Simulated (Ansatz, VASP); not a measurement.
## AlCo in VASP and in Ansatz

```
CELL_PARAMETERS angstrom
0.00000 2.41380 2.41380
2.41380 0.00000 2.41380
2.41380 2.41380 0.00000
ATOMIC_POSITIONS crystal
Co 0.00000 0.00000 0.00000
Al 0.50000 0.50000 0.50000
```

Alike in both runs: task relaxation of cell and atoms; functional r2SCAN; k mesh 15 × 15 × 15; occupations fermi-dirac, width 0.08 eV; no spin polarisation.

|  | VASP | Ansatz |
| --- | --- | --- |
| version | VASP 6.6.1 | Ansatz 0.2.0 |
| potentials or method | VASP PAW PBE potentials, release 64 (Co, Al) | PAW with Ansatz's default frozen-core files, scalar-relativistic |
| plane-wave cutoff (eV) | 600 | 500 |
| valence electrons in the cell | 12 | 20 |

|  | VASP | Ansatz | Ansatz less VASP |
| --- | --- | --- | --- |
| relaxed volume (Å³/atom) | 13.25 | 13.28 | +0.027 |
| relaxed length of the cell vector where the two differ most in proportion (Å) | 3.347 | 3.349 | +0.0022 |

VASP's potentials were made for PBE, not for r2SCAN. VASP's potentials hold 12 valence electrons a cell and Ansatz's 20, so a difference there can come from the potentials and not from the codes.
